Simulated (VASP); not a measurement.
Runs of VASP 6.6.1 on Al3GaN4. The structure is that of space group P-42m (No. 111), or close to it. The cells are those of the table. 

```tsv
cell	gap on the mesh (eV)	pressure (GPa)	largest force (eV/Å)
a = 4.330, b = 4.330, c = 3.835 Å, 8 atoms	2.79	46.9	0.20
a = 3.995, b = 3.995, c = 4.792 Å, 8 atoms	(c)	24.9	0.20
a = 4.416, b = 4.416, c = 4.156 Å, 8 atoms	3.01	(b)	0.08
a = 4.418, b = 4.418, c = 3.683 Å, 8 atoms	2.63	44.3	0.29
a = 4.510, b = 4.510, c = 3.759 Å, 8 atoms	2.63	(a)	0.26
```

Alike in all rows: task single point; level PBEsol; potentials or basis VASP PAW PBE potentials, release 64 (Al, Ga_d, N); no spin polarisation; k mesh 6 × 6 × 6; cutoff (eV) 520; smearing gaussian 0.05 eV.

Task: Fill in the values left out.

Result: (a) 24.1; (b) 11.7; (c) 2.60.

Caveats: the PAW data sets were made with another functional, which shifts forces and pressure a little; the stress differs along the axes, from 45 to 50 GPa (at least some runs); the stress differs along the axes, from -1 to 38 GPa (at least some runs); the stress differs along the axes, from 10 to 16 GPa (at least some runs); the stress differs along the axes, from 42 to 48 GPa (at least some runs); the stress differs along the axes, from 21 to 30 GPa (at least some runs).

A k mesh can miss the band edges, and the runs leave out spin-orbit coupling on Ga.
